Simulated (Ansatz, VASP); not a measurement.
**One calculation of FeO, two programs**

INCAR

```
SYSTEM = FeO
PREC     = Accurate       ! precision mode
ENCUT    = 520            ! plane-wave cutoff, eV
EDIFF    = 1E-7           ! SCF threshold, eV
ISMEAR   = -1             ! smearing method
SIGMA    = 0.05           ! smearing width, eV
LREAL    = .FALSE.        ! projectors in reciprocal space
LASPH    = .TRUE.         ! aspherical terms in the spheres
NELM     = 150            ! most SCF steps
ALGO     = Normal         ! electronic algorithm
ISIF     = 2              ! what is computed and relaxed
LWAVE    = .FALSE.        ! write WAVECAR
LCHARG   = .FALSE.        ! write CHGCAR
ISPIN    = 2              ! spin polarisation
MAGMOM   = 3 3 0 0        ! initial moments
LORBIT   = 11             ! projections on sites
LMAXMIX  = 4              ! l up to which the mixer works
GGA      = PS             ! functional
NBANDS   = 26             ! bands
```

KPOINTS

```
regular mesh
0
G
  10 10 5
  0 0 0
```

POSCAR

```
FeO
1.0
    2.7349706896     -1.5543283749      0.0000000000
    2.7349706896      1.5543283749      0.0000000000
   -0.2389065000      0.0000000000      5.3727977675
Fe O
2 2
Direct
    0.0000000000      0.0000000000      0.5000000000
    0.0000000000      0.0000000000      0.0000000000
    0.3354670000      0.3354670000      0.7442990000
    0.6645330000      0.6645330000      0.2557010000
```

Contents of input.yaml:

```yaml
crystal:
  lattice:
    - [2.7349706896, -1.5543283749, 0.0]
    - [2.7349706896, 1.5543283749, 0.0]
    - [-0.2389065, 0.0, 5.3727977675]
  atoms:
    - { symbol: Fe, position: [0.0, 0.0, 0.5], spin: 3.0 }
    - { symbol: Fe, position: [0.0, 0.0, 0.0], spin: 3.0 }
    - { symbol: O, position: [0.335467, 0.335467, 0.744299] }
    - { symbol: O, position: [0.664533, 0.664533, 0.255701] }
kpoints:
  mp_grid: { grid: [10, 10, 5] }
scf:
  occupations: { method: fermi_dirac, width: 0.05 }
hamiltonian:
  xc: pbesol
  pseudopotentials: { kind: all_electron, lapw: { basis_error: 0.001 } }
magnetization:
  spin_polarized: true
output:
  forces: true
  stress: true
  eigenvalues: true
```

Change from the starting cell: volume scaled by 1.06.

Alike in both runs: task single point; functional PBEsol; k mesh 10 × 10 × 5; occupations fermi-dirac, width 0.05 eV; collinear spin.

|  | VASP | Ansatz |
| --- | --- | --- |
| version | VASP 6.6.1 | Ansatz 0.2.0 |
| potentials or method | VASP PAW PBE potentials, release 64 (Fe, O), cutoff 520 eV | all-electron LAPW, scalar-relativistic |

VASP gave:

| Property | Result |
| --- | --- |
| gap on the k mesh at the Fermi level (eV) | none |
| pressure (GPa) | -23.4 |
| traceless stress, the component that is largest in VASP (GPa) | 0.95 |
| rms of the force components (eV/Å) | 0.058 |
| net moment per atom (μB) | 2.00 |
| size of the moment on the site where the two differ most (μB) | 3.61 |

Problem. Which values does Ansatz return?

Solution. gap on the k mesh at the Fermi level (eV): none; pressure (GPa): -23.4; traceless stress, the component that is largest in VASP (GPa): 0.90; rms of the force components (eV/Å): 0.054; net moment per atom (μB): 2.00; size of the moment on the site where the two differ most (μB): 3.63.

VASP's potentials were made for PBE, not for PBEsol. Site moments also hang on the region over which each program counts them. Atom by atom the forces differ by 0.004 eV/Å (rms over components). A gap of «none» marks a metal or a gap that the smearing closes. Ansatz ran all-electron here, and VASP with PAW potentials.
